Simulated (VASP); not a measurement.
# BN in VASP: a series of runs

BN is run at these levels: PBE+D3(BJ); tasks: single point.

Program: VASP 6.6.1. These are calculated values, not measurements. Logs are shortened: lines on timing, memory, paths and dates and some standing lists are left out, and cuts for length are marked.

## (1) The cell of the first run

The cell holds a slab with vacuum, 2 atoms: a = 2.509 Å, b = 2.471 Å, c = 26.000 Å, α = 90.00°, β = 90.00°, γ = 120.50°.

## (2) Single point, PBE+D3(BJ) (strain along y -0.020, then relaxed in part)

INCAR

```
PREC = Accurate
ENCUT = 520
EDIFF = 1E-6
ISMEAR = 0
SIGMA = 0.02
LREAL = False
LASPH = True
NELM = 60
ALGO = Normal
ISIF = 2
LWAVE = False
LCHARG = False
LDIPOL = True
IDIPOL = 3
DIPOL = 0.5 0.5 0.500
GGA = PE
IVDW = 12
NBANDS = 11
```

KPOINTS

```
Automatic mesh
0
Gamma
  12 12 1
```

POSCAR

```
BN
1.0
    2.5087620658      0.0000000000      0.0000000000
   -1.2543810329      2.1291986474      0.0000000000
    0.0000000000      0.0000000000     26.0000000000
B N
1 1
Direct
    0.0008111757      0.0016223514      0.5000000000
    0.6658554910      0.3317109819      0.5000000000
```

Potentials or basis: VASP PAW PBE potentials, release 64 (B, N).

Command:

```bash
cat potpaw_PBE.64/B/POTCAR potpaw_PBE.64/N/POTCAR > POTCAR
mpirun -np 1 vasp_std > vasp.out
```

OUTCAR:

```text
PREC = Accurate
   ENCUT = 520
   EDIFF = 1E-6
   ISMEAR = 0
   LREAL = False
   LASPH = True
   NELM = 60
   ISIF = 2
   GGA = PE
   IVDW = 12
 IVDW          = 12

 ion  position               nearest neighbor table
   1  0.001  0.002  0.500-   2 1.43   2 1.44   2 1.44
   2  0.666  0.332  0.500-   1 1.43   1 1.44   1 1.44

  Warning from LATTYP: Monoclinic adjustment (A1->A3, A2->A1, A3->A2)!
  LATTYP: Found a base centered orthorhombic cell.
 ALAT       =     2.5087620658
 B/A-ratio  =     1.6974097914
 C/A-ratio  =    10.3636771117

  Lattice vectors:

 A1 = (   1.2543810329,  -2.1291986474,   0.0000000000)
 A2 = (   1.2543810329,   2.1291986474,   0.0000000000)
 A3 = (   0.0000000000,   0.0000000000,  26.0000000000)

Analysis of symmetry for initial positions (statically):
=====================================================================
 Subroutine PRICEL returns:
 Original cell was already a primitive cell.

 Routine SETGRP: Setting up the symmetry group for a
 base centered orthorhombic supercell.

 Subroutine GETGRP returns: Found  4 space group operations
 (whereof  4 operations were pure point group operations)
 out of a pool of  8 trial point group operations.

The static configuration has the point symmetry C_2v.

Analysis of symmetry for dynamics (positions and initial velocities):
=====================================================================
 Subroutine PRICEL returns:
 Original cell was already a primitive cell.

 Routine SETGRP: Setting up the symmetry group for a
 base centered orthorhombic supercell.

 Subroutine GETGRP returns: Found  4 space group operations
 (whereof  4 operations were pure point group operations)
 out of a pool of  8 trial point group operations.

The dynamic configuration has the point symmetry C_2v.

 Subroutine INISYM returns: Found  4 space group operations
 (whereof  4 operations are pure point group operations),
 and found     1 'primitive' translations

----------------------------------------------------------------------------------------

                                     Primitive cell

  volume of cell :     138.8830

  direct lattice vectors                    reciprocal lattice vectors
     2.508762066  0.000000000  0.000000000     0.398602966  0.234830132  0.000000000
    -1.254381033  2.129198647  0.000000000     0.000000000  0.469660265  0.000000000
     0.000000000  0.000000000 26.000000000     0.000000000  0.000000000  0.038461538

  length of vectors
     2.508762066  2.471226144 26.000000000     0.462633241  0.469660265  0.038461538

  position of ions in fractional coordinates (direct lattice)
     0.000811176  0.001622351  0.500000000
     0.665855491  0.331710982  0.500000000

  ion indices of the primitive-cell ions
   primitive index   ion index
                 1           1
                 2           2

----------------------------------------------------------------------------------------

 KPOINTS: Automatic mesh

Automatic generation of k-mesh.
 Grid dimensions read from file:
 generate k-points for:   12   12    1

 Generating k-lattice:

  Cartesian coordinates                     Fractional coordinates (reciprocal lattice)
     0.033216914  0.019569178  0.000000000     0.083333333  0.000000000  0.000000000
     0.000000000  0.039138355  0.000000000     0.000000000  0.083333333  0.000000000
     0.000000000  0.000000000  0.038461538     0.000000000  0.000000000  1.000000000

  Length of vectors
     0.038552770  0.039138355  0.038461538

  Shift w.r.t. Gamma in fractional coordinates (k-lattice)
     0.000000000  0.000000000  0.000000000

 Subroutine IBZKPT returns following result:
 ===========================================

 Found     43 irreducible k-points:

 Following reciprocal coordinates:
            Coordinates               Weight
  0.000000  0.000000  0.000000      1.000000
  0.083333  0.000000  0.000000      4.000000
  0.166667 -0.000000  0.000000      4.000000
  0.250000  0.000000  0.000000      4.000000
  0.333333 -0.000000  0.000000      4.000000
  0.416667  0.000000  0.000000      4.000000
[... 16 lines left out ...]
  0.333333  0.166667  0.000000      4.000000
  0.416667  0.166667  0.000000      4.000000
 [... further k-points ...]
   k-points           NKPTS =     43   k-points in BZ     NKDIM =     43   number of bands    NBANDS=     11
   number of dos      NEDOS =    301   number of ions     NIONS =      2
   total plane-waves  NPLWV =  70560
   dimension x,y,z NGX =    20 NGY =   18 NGZ =  196
   dimension x,y,z NGXF=    40 NGYF=   36 NGZF=  392
   ions per type =               1   1
   NGX,Y,Z   is equivalent  to a cutoff of  13.25, 12.11, 12.53 a.u.
   NGXF,Y,Z  is equivalent  to a cutoff of  26.51, 24.22, 25.06 a.u.
 SYSTEM =  unknown system
   PREC   = accura    normal or accurate (medium, high low for compatibility)
   ISTART =      0    job   : 0-new  1-cont  2-samecut
   ICHARG =      2    charge: 1-file 2-atom 10-const
   ISPIN  =      1    spin polarized calculation?
   LNONCOLLINEAR =      F non collinear calculations
   LSORBIT =      F    spin-orbit coupling
   LASPH  =      T    aspherical Exc in radial PAW
   ENCUT  =  520.0 eV  38.22 Ry    6.18 a.u.   4.66  4.59 48.34*2*pi/ulx,y,z
   NELM   =     60;   NELMIN=  2; NELMDL= -5     # of ELM steps
   EDIFF  = 0.1E-05   stopping-criterion for ELM
   LREAL  =      F    real-space projection
   EDIFFG = 0.1E-04   stopping-criterion for IOM
   NSW    =      0    number of steps for IOM
   IBRION =     -1    ionic relax: 0-MD 1-quasi-New 2-CG
   NFREE  =      0    steps in history (QN), initial steepest desc. (CG)
   ISIF   =      2    stress and relaxation
   ISYM   =      2    0-nonsym 1-usesym 2-fastsym
   POTIM  = 0.5000    time-step for ionic-motion
   TEBEG  =    0.0;   TEEND  =   0.0 temperature during run
   PSTRESS=    0.0 pullay stress
   NELECT =       8.0000    total number of electrons
   NUPDOWN=      -1.0000    fix difference up-down
   EMIN   =  10.00;   EMAX   =-10.00  energy-range for DOS
   EFERMI =   0.00;   METHOD = LEGACY
   ISMEAR =     0;   SIGMA  =   0.02  broadening in eV -4-tet -1-fermi 0-gaus
   EFERMI_NEDOS =   21; number of points for ismear=-14 and -15
   IALGO  =     38    algorithm
   IMIX   =      4    mixing-type and parameters
     AMIX     =   0.40;   BMIX     =  1.00
     AMIX_MAG =   1.60;   BMIX_MAG =  1.00
  volume/ion in A,a.u.               =      69.44       468.61
  Fermi-wavevector in a.u.,A,eV,Ry     =   0.632249  1.194778  5.438785  0.399739
  Thomas-Fermi vector in A             =   1.695501
   LORBIT       =      0    0 simple, 1 ext, 2 COOP (PROOUT), +10 PAW based schemes
   GGA     = PE    functional components
   LHFCALC =     F    Hartree Fock is set to
   AEXX    =    0.0000 exact exchange contribution
   IVDW    =    12    specifies the selected vdW correction
   LEPSILON=     F    determine dielectric tensor
   LRPA    =     F    only Hartree local field effects (RPA)
 non-spin polarized calculation
 Gauss-broadening in eV      SIGMA  =   0.02
  energy-cutoff  :      520.00
  volume of cell :      138.88
 maximum number of plane-waves:      3782
   NGX =  9   NGY =  9   NGZ = 97

 dipolmoment           0.000000      0.000000      0.000000 electrons x Angstroem

 number of electron       7.9999999 magnetization

 dipolmoment           0.000000      0.000000     -0.000000 electrons x Angstroem

 Free energy of the ion-electron system (eV)
  ---------------------------------------------------
  ext. energy  EPLUGINS =         0.00000000
  ---------------------------------------------------
  free energy    TOTEN  =       -17.57591261 eV

  energy without entropy =      -17.57591261  energy(sigma->0) =      -17.57591261

 E-fermi :  -4.5460     XC(G=0):  -1.6524

 val. band max:       -4.7257346076   @ k =   0.3333   0.3333   0.0000
 cond. band min:      -0.0711687499   @ k =   0.0000   0.0000   0.0000
 fundamental gap:      4.6545658576
 Fermi energy:        -4.5459528435

 k-point     1 :       0.0000    0.0000    0.0000
  band No.  band energies     occupation
      1     -22.5450      2.00000
      2     -10.1039      2.00000
      3      -6.1609      2.00000
      4      -5.9115      2.00000
      5      -0.0712      0.00000
      6       0.8059      0.00000
      7       1.0735      0.00000
      8       1.5301      0.00000
      9       1.8105      0.00000
     10       2.7078      0.00000
     11       3.0497      0.00000

 k-point     2 :       0.0833    0.0000    0.0000
  band No.  band energies     occupation
      1     -22.4106      2.00000
      2      -9.9224      2.00000
      3      -6.6863      2.00000
      4      -6.2140      2.00000
      5       0.1598      0.00000
      6       1.0210      0.00000
      7       1.2973      0.00000
      8       1.7494      0.00000
      9       2.0356      0.00000
     10       2.9214      0.00000
     11       3.2762      0.00000

 k-point     3 :       0.1667   -0.0000    0.0000
  band No.  band energies     occupation
      1     -22.0148      2.00000
      2      -9.3862      2.00000
      3      -8.1032      2.00000
      4      -6.8594      2.00000
      5       0.8279      0.00000
      6       1.6569      0.00000
      7       1.9678      0.00000
      8       2.4029      0.00000
      9       2.7049      0.00000
     10       3.5466      0.00000
     11       3.9425      0.00000
[... 267 lines left out ...]
 k-point    23 :       0.3333    0.1667    0.0000
  band No.  band energies     occupation
      1     -19.4868      2.00000
      2     -12.9494      2.00000
      3      -9.9796      2.00000
      4      -5.8310      2.00000
      5       0.7902      0.00000
      6       5.9417      0.00000
      7       7.0381      0.00000
      8       7.3973      0.00000
      9       7.8155      0.00000
     10       7.8977      0.00000
     11       8.3775      0.00000

 k-point    24 :       0.4167    0.1667    0.0000
  band No.  band energies     occupation
      1     -19.1708      2.00000
      2     -13.4276      2.00000
      3     -10.1659      2.00000
      4      -5.3212      2.00000
      5       0.1499      0.00000
      6       7.2099      0.00000
      7       8.3862      0.00000
      8       8.4967      0.00000
      9       9.2072      0.00000
     10       9.5371      0.00000
     11       9.7253      0.00000

 [... further k-points ...]

------------------------ aborting loop because EDIFF is reached ----------------------------------------

 vacuum level on the upper side and lower side of the slab       (xc-potential included)        -0.010        -0.010

 Edisp (eV)   -0.15735

 E8    (eV) :    -0.0505

  FORCE on cell =-STRESS in cart. coord.  units (eV):
  Direction    XX          YY          ZZ          XY          YZ          ZX
  --------------------------------------------------------------------------------------
  -------------------------------------------------------------------------------------
  Total       0.50554     2.05014    -0.01939     0.00000     0.00000     0.00000
  in kB       5.83195    23.65073    -0.22372     0.00000     0.00000     0.00000
  external pressure =        9.75 kB  Pullay stress =        0.00 kB

 VOLUME and BASIS-vectors are now :
 -----------------------------------------------------------------------------
  energy-cutoff  :      520.00
  volume of cell :      138.88
      direct lattice vectors                 reciprocal lattice vectors
     2.508762066  0.000000000  0.000000000     0.398602966  0.234830132  0.000000000
    -1.254381033  2.129198647  0.000000000     0.000000000  0.469660265  0.000000000
     0.000000000  0.000000000 26.000000000     0.000000000  0.000000000  0.038461538

 POSITION                                       TOTAL-FORCE (eV/Angst)
 -----------------------------------------------------------------------------------
      0.00000      0.00345     13.00000         0.000000     -0.006968      0.000000
      1.25438      0.70628     13.00000         0.000000      0.006968      0.000000
 -----------------------------------------------------------------------------------
    total drift:                               -0.000001      0.000047     -0.000001

  FREE ENERGIE OF THE ION-ELECTRON SYSTEM (eV)
  ---------------------------------------------------
  free  energy   TOTEN  =       -17.7332641862 eV

  energy  without entropy=      -17.7332641862  energy(sigma->0) =      -17.73326419

 vacuum level on the upper side and lower side of the slab         1.032         1.032
```

Run time: 81 s. Hardware: 1 thread of Intel Xeon Platinum 8488C (Sapphire Rapids), shared host; peak memory 0.28 GiB.

What came out:

* Free energy: -17.7333 eV
* Largest force: 0.007 eV/Å
* Band gap on the k mesh: 4.65 eV (least direct gap 4.75 eV)
* Dispersion energy per atom: -0.079 eV

Forces on the atoms (eV/Å):
```
B    0.000 -0.007  0.000
N    0.000  0.007  0.000
```

Caveat: the cell differs from its parent crystal (strain along y -0.020, then relaxed in part).

## (3) Single point, PBE+D3(BJ) (strain along x +0.020, then relaxed in part)

INCAR

```
ALGO = Normal
DIPOL = 0.5 0.5 0.500
EDIFF = 1E-6
ENCUT = 520
GGA = PE
IDIPOL = 3
ISIF = 2
ISMEAR = 0
IVDW = 12
LASPH = True
LCHARG = True
LDIPOL = True
LELF = True
LREAL = False
LVACPOTAV = True
LVHAR = True
LWAVE = False
NBANDS = 11
NELM = 80
PREC = Accurate
SIGMA = 0.02
```

KPOINTS

```
k-points
0
Gamma
  12 12 1
```

POSCAR

```
BN
1.0
    2.5589373071      0.0000000000      0.0000000000
   -1.2794686536      2.1726516810      0.0000000000
    0.0000000000      0.0000000000     26.0000000000
B N
1 1
Direct
    0.0006279585      0.0012559171      0.5000000000
    0.6660387081      0.3320774162      0.5000000000
```

Potentials or basis: VASP PAW PBE potentials, release 64 (B, N).

Command:

```bash
cat potpaw_PBE.64/B/POTCAR potpaw_PBE.64/N/POTCAR > POTCAR
mpirun -np 1 vasp_std > vasp.out
```

Wall time 90 s (1 thread of Intel Xeon Platinum 8488C (Sapphire Rapids), shared host); peak memory 0.28 GiB.

The run converged. Its results:

```
Free energy                : -17.7361 eV
Largest force              : 0.005 eV/Å
Band gap on the k mesh     : 4.60 eV
Dispersion energy per atom : -0.076 eV
```

Forces on the atoms (eV/Å):
```
B    0.000 -0.005  0.000
N    0.000  0.005  0.000
```

Levels at points of the mesh, in eV from the valence-band top:
```
           k point  band 1  band 2  band 3  band 4  band 5  band 6  band 7  band 8  band 9
(0.00, 0.00, 0.00)  -17.46   -5.07   -1.48   -1.28    4.71    5.61    5.88    6.34    6.61
(0.50, 0.00, 0.00)  -14.53   -8.78   -3.97   -0.92    4.69    9.58   12.27   12.72   12.94
(0.00, 0.50, 0.00)  -14.39   -8.69   -4.30   -0.78    4.80    9.05   12.47   12.90   13.11
```

Caveat: the cell differs from its parent crystal (strain along x +0.020, then relaxed in part).

## (4) Single point, PBE+D3(BJ) (strain along y +0.020, then relaxed in part)

INCAR

```
PREC = Accurate ; ENCUT = 520
EDIFF = 1E-6 ; ISMEAR = 0
SIGMA = 0.02 ; LREAL = F
LASPH = T ; NELM = 100
ALGO = Normal ; ISIF = 2
LWAVE = F ; LCHARG = F
LDIPOL = T ; IDIPOL = 3
DIPOL = 0.5 0.5 0.500 ; GGA = PE
IVDW = 12 ; NBANDS = 11
```

KPOINTS

```
Automatic mesh
0
Gamma
  12 12 1
```

POSCAR

```
BN
1.0
    2.5087620658      0.0000000000      0.0000000000
   -1.2543810329      2.2161047147      0.0000000000
    0.0000000000      0.0000000000     26.0000000000
B N
1 1
Direct
   -0.0005872608     -0.0011745216      0.5000000000
    0.6672539275      0.3345078549      0.5000000000
```

Command:

```bash
cat potpaw_PBE.64/B/POTCAR potpaw_PBE.64/N/POTCAR > POTCAR
mpirun -np 1 vasp_std > vasp.out
```

It took 92 s on 1 thread of Intel Xeon Platinum 8488C (Sapphire Rapids), shared host; peak memory 0.28 GiB.

Results (log left out):

```
Free energy                : -17.7360 eV
Largest force              : 0.006 eV/Å
Band gap on the k mesh     : 4.60 eV
Dispersion energy per atom : -0.076 eV
```

Forces on the atoms (eV/Å):
```
B    0.000  0.006  0.000
N    0.000 -0.006  0.000
```

Levels at points of the mesh, in eV from the valence-band top:
```csv
k point,band 2,band 3,band 4,band 5,band 6,band 7
"(0.00, 0.00, 0.00)",-5.07,-1.49,-1.27,4.71,5.61,5.88
"(0.50, 0.00, 0.00)",-8.72,-4.19,-0.82,4.77,9.23,12.40
"(0.00, 0.50, 0.00)",-8.81,-3.86,-0.97,4.65,9.75,12.20
```

Caveat: the cell differs from its parent crystal (strain along y +0.020, then relaxed in part).

(Continued in part 2 of 2.)
